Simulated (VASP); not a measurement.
Wanted: the native input for a VASP 6.6.1 run.

```yaml
Task: single point
Functional: PBEsol
Potentials_or_basis: VASP PAW PBE potentials, release 64 (Na_pv, F)
Cutoff: 520 eV
k_mesh: 8 × 8 × 8
Occupations: gaussian, width 0.05 eV
Spin: no spin polarisation
Dipole_correction: no
Further_INCAR_settings: ALGO = Normal; EDIFF = 1e-06; NBANDS = 14
```

The structure of NaF lies in POSCAR:

```
NaF
1.0
    0.0000000000      2.2536010000      2.3581495000
    2.2536010000      0.0000000000      2.3581495000
    2.2536010000      2.2536010000      0.0000000000
Na F
1 1
Direct
    0.0000000000      0.0000000000      0.0000000000
    0.5000000000      0.5000000000      0.5000000000
```

This cell differs from its parent crystal: strain -0.030 along x and y, +0.015 along z.

One way to write it, as run:

INCAR

```
SYSTEM = NaF
PREC = Accurate
ENCUT = 520
EDIFF = 1E-6
ISMEAR = 0
SIGMA = 0.05
LREAL = .False.
LASPH = .True.
NELM = 80
ALGO = Normal
ISIF = 2
LWAVE = .False.
LCHARG = .False.
GGA = PS
NBANDS = 14
```

KPOINTS

```
regular mesh
0
Gamma
  8 8 8
  0 0 0
```

Potentials or basis: VASP PAW PBE potentials, release 64 (Na_pv, F).

Launch:

```sh
$ cat potpaw_PBE.64/Na_pv/POTCAR potpaw_PBE.64/F/POTCAR > POTCAR
$ mpirun -np 1 vasp_std > vasp.out
```

It gave:

| Item | Value |
| --- | --- |
| Pressure | 2.1 GPa |
| Band gap on the k mesh | 6.36 eV |

Caveat: the cell differs from its parent crystal (strain -0.030 along x and y, +0.015 along z); the PAW data sets were made with another functional, which shifts forces and pressure a little.

Run time: 33 s on 1 thread of AMD EPYC 7R13, on a shared host, peak memory 0.11 GiB.
